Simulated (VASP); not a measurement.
# GaN (P1) in VASP: notebook, part 2 of 2

VASP 6.6.1. Earlier steps stand in the parts before.

## 5. Single point, PBE (atom 3 (N) moved by (-0.100, +0.100) A along x and z)

INCAR

```
ALGO = Normal ; EDIFF = 1E-6
ENCUT = 520 ; GGA = PE
ISIF = 2 ; ISMEAR = 0
LASPH = True ; LCHARG = False
LREAL = False ; LWAVE = False
NBANDS = 26 ; NELM = 80
PREC = Accurate ; SIGMA = 0.05
```

KPOINTS

```
k-points
0
Gamma
  12 12 6
```

POSCAR

```
GaN
1.0
    3.1799996605      0.0000000000      0.0000000000
   -1.5899998303      2.7539604900      0.0000000000
    0.0000000000      0.0000000000      5.1660000000
Ga N
2 2
Direct
    0.3333333333      0.6666666667      0.0000000000
    0.6666666667      0.3333333333      0.5000000000
    0.3018867891      0.6666666667      0.3943573364
    0.6666666667      0.3333333333      0.8750000000
```

Potentials or basis: VASP PAW PBE potentials, release 64 (Ga_d, N).

Run with:

```
$ cat potpaw_PBE.64/Ga_d/POTCAR potpaw_PBE.64/N/POTCAR > POTCAR
$ mpirun -np 1 vasp_std > vasp.out
```

OUTCAR:

```text
EDIFF = 1E-6
   ENCUT = 520
   GGA = PE
   ISIF = 2
   ISMEAR = 0
   LASPH = True
   LREAL = False
   NELM = 80
   PREC = Accurate

 ion  position               nearest neighbor table
   1  0.333  0.667  0.000-   4 1.95   4 1.95   4 1.95   3 2.04
   2  0.667  0.333  0.500-   3 1.83   3 1.92   4 1.94   3 2.00
   3  0.302  0.667  0.394-   2 1.83   2 1.92   2 2.00   1 2.04
   4  0.667  0.333  0.875-   2 1.94   1 1.95   1 1.95   1 1.95

  LATTYP: Found a hexagonal cell.
 ALAT       =     3.1799996605
 C/A-ratio  =     1.6245284753

  Lattice vectors:

 A1 = (   3.1799996605,   0.0000000000,   0.0000000000)
 A2 = (  -1.5899998303,   2.7539604900,   0.0000000000)
 A3 = (   0.0000000000,   0.0000000000,   5.1660000000)

Analysis of symmetry for initial positions (statically):
=====================================================================
 Subroutine PRICEL returns:
 Original cell was already a primitive cell.

 Routine SETGRP: Setting up the symmetry group for a
 hexagonal supercell.

 Subroutine GETGRP returns: Found  1 space group operations
[... 166 lines left out ...]

  energy without entropy =      -24.13190323  energy(sigma->0) =      -24.13190323

 E-fermi :   5.7226     XC(G=0): -11.7214

 val. band max:        5.4812459783   @ k =   0.0000   0.0000   0.0000
 cond. band min:       7.3943280916   @ k =   0.0000   0.0000   0.0000
 fundamental gap:      1.9130821133
 Fermi energy:         5.7226356610

 k-point     1 :       0.0000    0.0000    0.0000
  band No.  band energies     occupation
      1     -10.6731      2.00000
      2      -9.7332      2.00000
      3      -8.0474      2.00000
      4      -8.0350      2.00000
      5      -8.0217      2.00000
      6      -7.9647      2.00000
[... 685 lines left out ...]
     25      16.7553      0.00000
     26      18.3261      0.00000

 [... further k-points ...]

------------------------ aborting loop because EDIFF is reached ----------------------------------------

  FORCE on cell =-STRESS in cart. coord.  units (eV):
  Direction    XX          YY          ZZ          XY          YZ          ZX
  --------------------------------------------------------------------------------------
  -------------------------------------------------------------------------------------
  Total        2.8271093      2.6147744      1.7273062      1.2628364     -0.1459265     -0.5900715
  in kB      100.1184246     92.5988579     61.1703179     44.7217185     -5.1678002    -20.8966215
  external PRESSURE =      84.6292001 kB  Pullay stress =       0.0000000 kB

 VOLUME and BASIS-vectors are now :
 -----------------------------------------------------------------------------
  energy-cutoff  :      520.00
  volume of cell :       45.24
      direct lattice vectors                 reciprocal lattice vectors
     3.179999661  0.000000000  0.000000000     0.314465442  0.181556708  0.000000000
    -1.589999830  2.753960490  0.000000000     0.000000000  0.363113416  0.000000000
     0.000000000  0.000000000  5.166000000     0.000000000  0.000000000  0.193573364

 POSITION                                       TOTAL-FORCE (eV/Angst)
 -----------------------------------------------------------------------------------
     -0.00000      1.83597      0.00000        -0.120237     -0.002122      0.420305
      1.59000      0.91799      2.58300        -1.478300     -0.280398      0.422433
     -0.10000      1.83597      2.03725         1.667621      0.289536     -1.595531
      1.59000      0.91799      4.52025        -0.069083     -0.007016      0.752794
 -----------------------------------------------------------------------------------
    total drift:                               -0.000053      0.000007      0.000117

  FREE ENERGIE OF THE ION-ELECTRON SYSTEM (eV)
  ---------------------------------------------------
  free  energy   TOTEN  =       -24.1319032324 eV

  energy  without entropy=      -24.1319032324  energy(sigma->0) =      -24.13190323
```

stdout:

```text
POSCAR found type information on POSCAR GaN
 POSCAR found :  2 types and       4 ions
 scaLAPACK will be used
 LDA part: xc-table for (Slater+PW92), standard interpolation
 POSCAR, INCAR and KPOINTS ok, starting setup
 FFT: planning ... GRIDC
 FFT: planning ... GRID_SOFT
 FFT: planning ... GRID
 WAVECAR not read
 entering main loop
```

It took 2.4 min on 1 thread of Intel Xeon 6975P-C (Granite Rapids), shared host; peak memory 0.49 GiB.

Results:

```yaml
Free_energy: -24.1319 eV
Pressure: 8.5 GPa
Largest_force: 2.326 eV/Å
Band_gap_on_the_k_mesh: 1.91 eV
```

Forces in eV/Å, atoms in the order of the input:
```
Ga  -0.120 -0.002  0.420
Ga  -1.478 -0.280  0.422
N    1.668  0.290 -1.596
N   -0.069 -0.007  0.753
```

Stress tensor (GPa, compression positive):
```
10.01  4.47 -2.09
 4.47  9.26 -0.52
-2.09 -0.52  6.12
```

Levels at points of the mesh, in eV from the valence-band top:
```tsv
k point	band 14	band 15	band 16	band 17	band 18	band 19	band 20	band 21	band 22	band 23
(0.00, 0.00, 0.00)	-1.30	-0.95	-0.14	-0.05	0.00	1.91	4.19	9.02	9.86	9.90
(0.50, 0.00, 0.00)	-5.66	-4.05	-2.83	-2.35	-1.12	4.98	5.63	6.35	8.71	9.87
(0.00, 0.50, 0.00)	-5.45	-4.19	-2.85	-2.14	-1.14	4.98	5.49	5.98	8.71	10.03
(0.50, 0.50, 0.00)	-5.23	-4.29	-2.93	-1.94	-1.19	4.97	5.44	5.63	8.69	10.43
(0.00, 0.00, 0.50)	-3.73	-0.93	-0.60	-0.54	-0.40	4.21	4.26	7.81	9.04	9.96
(0.50, 0.00, 0.50)	-6.65	-2.16	-1.95	-1.88	-1.70	4.23	4.36	7.53	7.98	9.67
(0.00, 0.50, 0.50)	-6.64	-2.26	-1.97	-1.92	-1.70	4.31	4.44	7.27	7.98	9.66
(0.50, 0.50, 0.50)	-6.57	-2.32	-2.03	-1.95	-1.81	4.39	4.60	7.11	7.97	9.68
```

Caveat: the cell differs from its parent crystal (atom 3 (N) moved by (-0.100, +0.100) A along x and z); the cell stands under pressure; forces of over 1 eV/Å act on the atoms, so gaps and moduli don't describe the material at rest.

## 6. The runs side by side

```csv
cell,gap on the mesh (eV),pressure (GPa),largest force (eV/Å)
"as given, atomic positions A",1.91,7.9,1.38
"as given, atomic positions B",1.84,10.0,3.32
"as given, atomic positions C",1.84,8.6,2.46
"as given, atomic positions D",1.91,8.5,2.33
```

Alike in all rows: task single point; level PBE; potentials or basis VASP PAW PBE potentials, release 64 (Ga_d, N); no spin polarisation; k mesh 12 × 12 × 6; cutoff (eV) 520; smearing gaussian 0.05 eV.

Caveats: the cell stands under pressure; forces of over 1 eV/Å act on the atoms, so gaps and moduli don't describe the material at rest.

Absolute energies hang on the potentials; compare differences alone.
